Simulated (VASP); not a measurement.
Input of a VASP 6.6.1 run:

The input INCAR:

```
SYSTEM = P
PREC = Accurate
ENCUT = 520
EDIFF = 1E-6
ISMEAR = -1
SIGMA = 0.15
LREAL = .FALSE.
LASPH = .TRUE.
NELM = 60
ALGO = Normal
ISIF = 2
LWAVE = .FALSE.
LCHARG = .FALSE.
NBANDS = 18
```

The input KPOINTS:

```
Automatic mesh
0
G
  14 14 10
  0 0 0
```

Contents of POSCAR:

```
P
1.0
    1.6565978773     -5.0727829793      0.0000000000
    1.6565978773      5.0727829793      0.0000000000
    0.0000000000      0.0000000000      4.0912930869
P
4
Direct
    0.8929966902      0.1070033098      0.0691351556
    0.6070033098      0.3929966902      0.5691351556
    0.1070033098      0.8929966902      0.9308648444
    0.3929966902      0.6070033098      0.4308648444
```

Potentials or basis: VASP PAW LDA potentials, release 64 (P).

Run with:

```sh
$ cat potpaw_LDA.64/P/POTCAR > POTCAR
$ mpirun -np 1 vasp_std > vasp.out
```

Q: Predict the largest force.

A: 0.051 eV/Å.

Q: Predict the pressure.

A: -0.3 GPa.

Q: What does it give for the band gap on the k mesh?

A: Zero (bands 10 and 11 overlap by 0.35 eV).

Forces in eV/Å, atoms in the order of the input:
```
P    0.000 -0.033  0.040
P    0.000  0.033  0.040
P    0.000  0.033 -0.040
P    0.000 -0.033 -0.040
```
